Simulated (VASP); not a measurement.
A run of VASP 6.6.1 is set up as follows.

The input INCAR:

```
SYSTEM = Hg
ALGO = Normal
EDIFF = 1E-7
EDIFFG = -0.01
ENCUT = 600
GGA = RE
IBRION = 2
ISIF = 3
ISMEAR = -1
LASPH = .TRUE.
LCHARG = .FALSE.
LREAL = .FALSE.
LWAVE = .FALSE.
NELM = 100
NSW = 80
PREC = Accurate
SIGMA = 0.1
```

The input KPOINTS:

```
k-points
0
G
  12 12 12
  0 0 0
```

Contents of POSCAR:

```
Hg
1.0
    0.0000000000      2.2595506664      2.2595506664
    2.2595506664      0.0000000000      2.2595506664
    2.2595506664      2.2595506664      0.0000000000
Hg
1
Direct
    0.0000000000      0.0000000000      0.0000000000
```

Potentials or basis: VASP PAW PBE potentials, release 64 (Hg).

Run with:

```console
$ cat potpaw_PBE.64/Hg/POTCAR > POTCAR
$ mpirun -np 1 vasp_std > vasp.out
```

Task: What does it give for the relaxed volume?

Result: 51.70 Å³/atom.

Task: What does it give for the band gap on the k mesh?

Result: 2.60 eV, indirect (least direct gap 3.25 eV).

Final structure:
```yaml
crystal:
  lattice:
    - [0.00000, 2.95684, 2.95684]
    - [2.95684, 0.00000, 2.95684]
    - [2.95684, 2.95684, 0.00000]
  atoms:
    - { symbol: Hg, position: [0.00000, 0.00000, 0.00000] }
```

Caveat: the volume moved by over 15 % at a fixed basis, so the end points are rough; the PAW data sets were made with another functional, which shifts forces and pressure a little; spin-orbit coupling is left out, which moves the levels of the heavy elements. A k mesh can miss the band edges.
